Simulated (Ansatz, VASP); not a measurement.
# C: VASP beside Ansatz

File INCAR:

```
SYSTEM = C
  PREC = Accurate
  ENCUT = 520
  EDIFF = 1E-6
  ISMEAR = 0
  SIGMA = 0.05
  LREAL = .False.
  LASPH = .True.
  NELM = 80
  ALGO = Normal
  ISIF = 2
  LWAVE = .False.
  LCHARG = .False.
  GGA = PE
  NBANDS = 11
```

KPOINTS

```
regular mesh
0
Gamma
  12 12 12
  0 0 0
```

POSCAR

```
C
1.0
    0.0000000000      1.7857375319      1.7589514689
    1.7857375319      0.0000000000      1.7589514689
    1.7857375319      1.7857375319      0.0000000000
C
2
Direct
    0.5000000000      0.5000000000      0.5000000000
    0.7500000000      0.7500000000      0.7500000000
```

Input for Ansatz:

```yaml
crystal:
  lattice:
    - [0.0, 1.7857375319, 1.7589514689]
    - [1.7857375319, 0.0, 1.7589514689]
    - [1.7857375319, 1.7857375319, 0.0]
  atoms:
    - { symbol: C, position: [0.5, 0.5, 0.5] }
    - { symbol: C, position: [0.75, 0.75, 0.75] }
basis:
  ecutwfc: 420
kpoints:
  mp_grid: { grid: [12, 12, 12] }
hamiltonian:
  xc: pbe
scf:
  occupations: { method: gaussian, width: 0.05 }
output:
  forces: true
  stress: true
  eigenvalues: true
```

Change from the starting cell: strain -0.0150 x Voigt [0, 0, 1, 0, 0, 0], atoms carried along.

Alike in both runs: task single point; functional PBE; k mesh 12 × 12 × 12; occupations gaussian, width 0.05 eV; no spin polarisation.

|  | VASP | Ansatz |
| --- | --- | --- |
| version | VASP 6.6.1 | Ansatz 0.2.0 |
| potentials or method | VASP PAW PBE potentials, release 64 (C), cutoff 520 eV | scalar-relativistic, plane waves, PAW |
| valence electrons in the cell | 8 | 8 |

|  | VASP | Ansatz | Ansatz less VASP |
| --- | --- | --- | --- |
| gap on the k mesh at the Fermi level (eV) | 3.79 | 3.80 | +0.005 |
| least direct gap on the mesh (eV) | 5.35 | 5.35 | +0.004 |
| pressure (GPa) | 7.5 | 6.8 | -0.73 |
| traceless stress, the component that is largest in VASP (GPa) | 9.34 | 9.34 | +0.006 |
